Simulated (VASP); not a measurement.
# CoO (R3m) in VASP: a series of runs

The runs below take CoO through single point, with PBEsol.

Everything below comes from runs of VASP 6.6.1. Logs are shortened: lines on timing, memory, paths and dates and some standing lists are left out, and cuts for length are marked.

### 1 The cell of the first run

The structure is trigonal, space group R3m (No. 160). The conventional cell has a = 3.139 Å, b = 3.139 Å, c = 7.542 Å, α = 90.00°, β = 90.00°, γ = 120.00°. Co (site symmetry 3m) has 4 O at 1.87 to 1.92 Å within 2.5 Å. Within 2.5 Å of O (site symmetry 3m) lie 4 Co at 1.87 to 1.92 Å.

### 2 Single point, PBEsol, collinear spin, ferromagnetic start

File INCAR:

```
PREC = Accurate
ENCUT = 520
EDIFF = 1E-6
ISMEAR = -1
SIGMA = 0.05
LREAL = F
LASPH = T
NELM = 150
ALGO = Normal
ISIF = 2
LWAVE = F
LCHARG = T
ISPIN = 2
MAGMOM = 2 0
LORBIT = 11
LMAXMIX = 4
GGA = PS
LELF = T
LVHAR = T
NBANDS = 18
```

File KPOINTS:

```
regular mesh
0
Gamma
  10 10 10
```

File POSCAR:

```
CoO
1.0
    1.5695123000      0.9061583489      2.5140792326
   -1.5695123000      0.9061583489      2.5140792326
    0.0000000000     -1.8123166978      2.5140792326
Co O
1 1
Direct
    0.9989783200      0.9989783200      0.9989783200
    0.7510210300      0.7510210300      0.7510210300
```

Potentials or basis: VASP PAW PBE potentials, release 64 (Co, O).

Started as:

```
cat potpaw_PBE.64/Co/POTCAR potpaw_PBE.64/O/POTCAR > POTCAR
mpirun -np 1 vasp_std > vasp.out
```

OUTCAR:

```text
PREC = Accurate
   ENCUT = 520
   EDIFF = 1E-6
   ISMEAR = -1
   LREAL = F
   LASPH = T
   NELM = 150
   ISIF = 2
   ISPIN = 2
   LORBIT = 11
   GGA = PS

 ion  position               nearest neighbor table
   1  0.999  0.999  0.999-   2 1.87   2 1.92   2 1.92   2 1.92
   2  0.751  0.751  0.751-   1 1.87   1 1.92   1 1.92   1 1.92

  LATTYP: Found a trigonal (rhomboedric) cell.
 ALAT       =     3.0992073504
 COS(alpha) =     0.4870699110

  Lattice vectors:

 A1 = (   1.5695123000,   0.9061583489,   2.5140792326)
 A2 = (  -1.5695123000,   0.9061583489,   2.5140792326)
 A3 = (   0.0000000000,  -1.8123166978,   2.5140792326)

Analysis of symmetry for initial positions (statically):
=====================================================================
 Subroutine PRICEL returns:
 Original cell was already a primitive cell.

 Routine SETGRP: Setting up the symmetry group for a
 trigonal (rhombohedral) supercell.

 Subroutine GETGRP returns: Found  6 space group operations
 (whereof  6 operations were pure point group operations)
 out of a pool of 12 trial point group operations.

The static configuration has the point symmetry C_3v.

Analysis of symmetry for dynamics (positions and initial velocities):
=====================================================================
 Subroutine PRICEL returns:
 Original cell was already a primitive cell.

 Routine SETGRP: Setting up the symmetry group for a
 trigonal (rhombohedral) supercell.

 Subroutine GETGRP returns: Found  6 space group operations
 (whereof  6 operations were pure point group operations)
 out of a pool of 12 trial point group operations.

The dynamic configuration has the point symmetry C_3v.

Analysis of structural, dynamic, and magnetic symmetry:
=====================================================================
 Subroutine PRICEL returns:
 Original cell was already a primitive cell.

 Routine SETGRP: Setting up the symmetry group for a
 trigonal (rhombohedral) supercell.

 Subroutine GETGRP returns: Found  6 space group operations
 (whereof  6 operations were pure point group operations)
 out of a pool of 12 trial point group operations.

The overall configuration has the point symmetry C_3v.

 Subroutine INISYM returns: Found  6 space group operations
 (whereof  6 operations are pure point group operations),
 and found     1 'primitive' translations

----------------------------------------------------------------------------------------

                                     Primitive cell

  volume of cell :      21.4535

  direct lattice vectors                    reciprocal lattice vectors
     1.569512300  0.906158349  2.514079233     0.318570297  0.183926647  0.132586646
    -1.569512300  0.906158349  2.514079233    -0.318570297  0.183926647  0.132586646
     0.000000000 -1.812316698  2.514079233     0.000000000 -0.367853294  0.132586646

  length of vectors
     3.099207350  3.099207350  3.099207350     0.391018241  0.391018241  0.391018241

  position of ions in fractional coordinates (direct lattice)
     0.998978320  0.998978320  0.998978320
     0.751021030  0.751021030  0.751021030

  ion indices of the primitive-cell ions
   primitive index   ion index
                 1           1
                 2           2

----------------------------------------------------------------------------------------

 KPOINTS: regular mesh

Automatic generation of k-mesh.
 Grid dimensions read from file:
 generate k-points for:   10   10   10

 Generating k-lattice:

  Cartesian coordinates                     Fractional coordinates (reciprocal lattice)
     0.031857030  0.018392665  0.013258665     0.100000000 -0.000000000  0.000000000
    -0.031857030  0.018392665  0.013258665    -0.000000000  0.100000000  0.000000000
     0.000000000 -0.036785329  0.013258665     0.000000000  0.000000000  0.100000000

  Length of vectors
     0.039101824  0.039101824  0.039101824

  Shift w.r.t. Gamma in fractional coordinates (k-lattice)
     0.000000000  0.000000000  0.000000000

 Subroutine IBZKPT returns following result:
 ===========================================

 Found    116 irreducible k-points:

 Following reciprocal coordinates:
            Coordinates               Weight
  0.000000  0.000000  0.000000      1.000000
  0.100000  0.000000  0.000000      6.000000
  0.200000  0.000000  0.000000      6.000000
  0.300000  0.000000  0.000000      6.000000
  0.400000 -0.000000  0.000000      6.000000
  0.500000  0.000000 -0.000000      3.000000
[... 16 lines left out ...]
  0.300000  0.300000  0.000000      6.000000
  0.400000  0.300000  0.000000     12.000000
 [... further k-points ...]
   k-points           NKPTS =    116   k-points in BZ     NKDIM =    116   number of bands    NBANDS=     18
   number of dos      NEDOS =    301   number of ions     NIONS =      2
   total plane-waves  NPLWV =  13824
   dimension x,y,z NGX =    24 NGY =   24 NGZ =   24
   dimension x,y,z NGXF=    48 NGYF=   48 NGZF=   48
   ions per type =               1   1
   NGX,Y,Z   is equivalent  to a cutoff of  12.87, 12.87, 12.87 a.u.
   NGXF,Y,Z  is equivalent  to a cutoff of  25.75, 25.75, 25.75 a.u.
 SYSTEM =  unknown system
   PREC   = accura    normal or accurate (medium, high low for compatibility)
   ISTART =      0    job   : 0-new  1-cont  2-samecut
   ICHARG =      2    charge: 1-file 2-atom 10-const
   ISPIN  =      2    spin polarized calculation?
   LNONCOLLINEAR =      F non collinear calculations
   LSORBIT =      F    spin-orbit coupling
   LASPH  =      T    aspherical Exc in radial PAW
   ENCUT  =  520.0 eV  38.22 Ry    6.18 a.u.   5.76  5.76  5.76*2*pi/ulx,y,z
   NELM   =    150;   NELMIN=  2; NELMDL= -5     # of ELM steps
   EDIFF  = 0.1E-05   stopping-criterion for ELM
   LREAL  =      F    real-space projection
   EDIFFG = 0.1E-04   stopping-criterion for IOM
   NSW    =      0    number of steps for IOM
   IBRION =     -1    ionic relax: 0-MD 1-quasi-New 2-CG
   NFREE  =      0    steps in history (QN), initial steepest desc. (CG)
   ISIF   =      2    stress and relaxation
   ISYM   =      2    0-nonsym 1-usesym 2-fastsym
   POTIM  = 0.5000    time-step for ionic-motion
   TEBEG  =    0.0;   TEEND  =   0.0 temperature during run
   PSTRESS=    0.0 pullay stress
   NELECT =      15.0000    total number of electrons
   NUPDOWN=      -1.0000    fix difference up-down
   EMIN   =  10.00;   EMAX   =-10.00  energy-range for DOS
   EFERMI =   0.00;   METHOD = LEGACY
   ISMEAR =    -1;   SIGMA  =   0.05  broadening in eV -4-tet -1-fermi 0-gaus
   EFERMI_NEDOS =   21; number of points for ismear=-14 and -15
   IALGO  =     38    algorithm
   IMIX   =      4    mixing-type and parameters
     AMIX     =   0.40;   BMIX     =  1.00
     AMIX_MAG =   1.60;   BMIX_MAG =  1.00
  volume/ion in A,a.u.               =      10.73        72.39
  Fermi-wavevector in a.u.,A,eV,Ry     =   1.453022  2.745814 28.725619  2.111273
  Thomas-Fermi vector in A             =   2.570337
   LORBIT       =     11    0 simple, 1 ext, 2 COOP (PROOUT), +10 PAW based schemes
   GGA     = PS    functional components
   LHFCALC =     F    Hartree Fock is set to
   AEXX    =    0.0000 exact exchange contribution
   IVDW    =     0    specifies the selected vdW correction
   LEPSILON=     F    determine dielectric tensor
   LRPA    =     F    only Hartree local field effects (RPA)
 spin polarized calculation
  energy-cutoff  :      520.00
  volume of cell :       21.45
 maximum number of plane-waves:       588
   NGX = 11   NGY = 11   NGZ = 11

 number of electron      14.9999993 magnetization       2.3564426

 Free energy of the ion-electron system (eV)
  ---------------------------------------------------
  ext. energy  EPLUGINS =         0.00000000
  ---------------------------------------------------
  free energy    TOTEN  =       -14.26937211 eV

  energy without entropy =      -14.24675712  energy(sigma->0) =      -14.25806462

 E-fermi :   6.5807     XC(G=0): -11.8444

 val. band max:        6.5766410096   @ k =   0.5000   0.3000   0.0000
 cond. band min:       6.5833904854   @ k =   0.3000   0.1000   0.0000
 fundamental gap:      0.0067494758
 Fermi energy:         6.5806932189

 spin component 1

 k-point     1 :       0.0000    0.0000    0.0000
  band No.  band energies     occupation
      1     -13.8997      1.00000
      2       0.0316      1.00000
      3       0.0851      1.00000
      4       0.0851      1.00000
      5       4.4558      1.00000
      6       4.4558      1.00000
[... 10 lines left out ...]
     17      27.6816      0.00000
     18      30.0001      0.00000
[... 463 lines left out ...]
 k-point    24 :       0.4000    0.3000    0.0000
  band No.  band energies     occupation
      1     -13.1465      1.00000
      2      -0.9469      1.00000
      3       0.6752      1.00000
      4       0.6881      1.00000
      5       3.6896      1.00000
      6       4.7179      1.00000
[... 10 lines left out ...]
     17      34.0954      0.00000
     18      36.0893      0.00000

 [... further k-points ...]

 spin component 2

 k-point     1 :       0.0000    0.0000    0.0000
  band No.  band energies     occupation
      1     -13.4667      1.00000
      2       1.0005      1.00000
      3       1.0851      1.00000
      4       1.0851      1.00000
      5       6.0121      0.99999
      6       6.0121      0.99999
[... 10 lines left out ...]
     17      28.1056      0.00000
     18      30.4102      0.00000
[... 463 lines left out ...]
 k-point    24 :       0.4000    0.3000    0.0000
  band No.  band energies     occupation
      1     -12.6813      1.00000
      2      -0.3740      1.00000
      3       1.4101      1.00000
      4       1.4469      1.00000
      5       5.4093      1.00000
      6       6.3423      0.99157
[... 10 lines left out ...]
     17      34.4947      0.00000
     18      36.5218      0.00000

 [... further k-points ...]
[... 5 lines left out ...]
  --------------------------------------------------------------------------------------
  -------------------------------------------------------------------------------------
  Total       -0.5916669     -0.5916669      0.2001397     -0.0000000     -0.0000000      0.0000000
  in kB      -44.1864227    -44.1864227     14.9466823     -0.0000000     -0.0000000      0.0000000
  external PRESSURE =     -24.4753877 kB  Pullay stress =       0.0000000 kB

 VOLUME and BASIS-vectors are now :
 -----------------------------------------------------------------------------
  energy-cutoff  :      520.00
  volume of cell :       21.45
      direct lattice vectors                 reciprocal lattice vectors
     1.569512300  0.906158349  2.514079233     0.318570297  0.183926647  0.132586646
    -1.569512300  0.906158349  2.514079233    -0.318570297  0.183926647  0.132586646
     0.000000000 -1.812316698  2.514079233     0.000000000 -0.367853294  0.132586646

 POSITION                                       TOTAL-FORCE (eV/Angst)
 -----------------------------------------------------------------------------------
      0.00000      0.00000      7.53453         0.000000      0.000000      0.289279
      0.00000      0.00000      5.66438         0.000000      0.000000     -0.289279
 -----------------------------------------------------------------------------------
    total drift:                                0.000000      0.000000      0.000145

  FREE ENERGIE OF THE ION-ELECTRON SYSTEM (eV)
  ---------------------------------------------------
  free  energy   TOTEN  =       -14.2693721101 eV

  energy  without entropy=      -14.2467571226  energy(sigma->0) =      -14.25806462

 total charge

# of ion       s       p       d       tot
------------------------------------------
    1        0.369   0.507   7.274   8.150
    2        1.549   3.432   0.000   4.981
--------------------------------------------------
tot          1.918   3.938   7.274  13.131

 magnetization (x)

# of ion       s       p       d       tot
------------------------------------------
    1        0.014   0.049   1.994   2.056
    2        0.019   0.219   0.000   0.238
--------------------------------------------------
tot          0.033   0.268   1.994   2.294
```

Run time: 68 s. Hardware: 1 thread of AMD EPYC 9R45 (Zen 5), shared host; peak memory 0.17 GiB.

What came out:

```
Free energy                                           : -14.2694 eV
Pressure                                              : -2.4 GPa
Largest force                                         : 0.289 eV/Å
Net moment                                            : 2.36 μB per cell
Site moments                                          : Co +2.06; O +0.24 μB
Valence electrons inside the program's atomic spheres : Co 8.15; O 4.98
```

Forces on the atoms (eV/Å):
```
Co   0.000  0.000  0.289
O    0.000  0.000 -0.289
```

Levels at points of the mesh, in eV from the Fermi level:
Spin up:
| k point | band 7 | band 8 | band 9 | band 10 | band 11 | band 12 |
| --- | --- | --- | --- | --- | --- | --- |
| (0.00, 0.00, 0.00) | 0.25 | 0.58 | 0.58 | 0.74 | 14.42 | 14.42 |
| (0.50, 0.00, 0.00) | -2.02 | -0.29 | -0.22 | 5.96 | 7.19 | 13.96 |
| (0.50, 0.50, 0.00) | -1.61 | -1.46 | -1.39 | 5.43 | 10.40 | 11.46 |
| (0.50, 0.50, 0.50) | -2.05 | -0.41 | -0.41 | 5.92 | 7.53 | 13.85 |
Spin down:
| k point | band 2 | band 3 | band 4 | band 5 | band 6 | band 7 | band 8 | band 9 | band 10 | band 11 |
| --- | --- | --- | --- | --- | --- | --- | --- | --- | --- | --- |
| (0.00, 0.00, 0.00) | -5.58 | -5.50 | -5.50 | -0.57 | -0.57 | 0.63 | 2.55 | 2.55 | 2.64 | 14.82 |
| (0.50, 0.00, 0.00) | -7.07 | -5.29 | -5.27 | -0.36 | -0.34 | 0.02 | 1.63 | 1.66 | 6.34 | 7.81 |
| (0.50, 0.50, 0.00) | -7.15 | -4.97 | -4.93 | -1.19 | -0.14 | 0.01 | 0.70 | 0.77 | 6.30 | 10.86 |
| (0.50, 0.50, 0.50) | -7.03 | -5.21 | -5.21 | -0.32 | -0.32 | -0.16 | 1.50 | 1.50 | 6.28 | 8.17 |

Caveat: the PAW data sets were made with another functional, which shifts forces and pressure a little; a cell with one magnetic atom can't hold antiferromagnetic order, which such compounds often take; semilocal functionals often make such compounds metallic where correlation or magnetic order opens a gap, which also shifts bond lengths. With open d or f shells a metallic result of PBEsol can be an artefact of self-interaction; +U or a hybrid may open a gap.

[end of part 1 of 3]
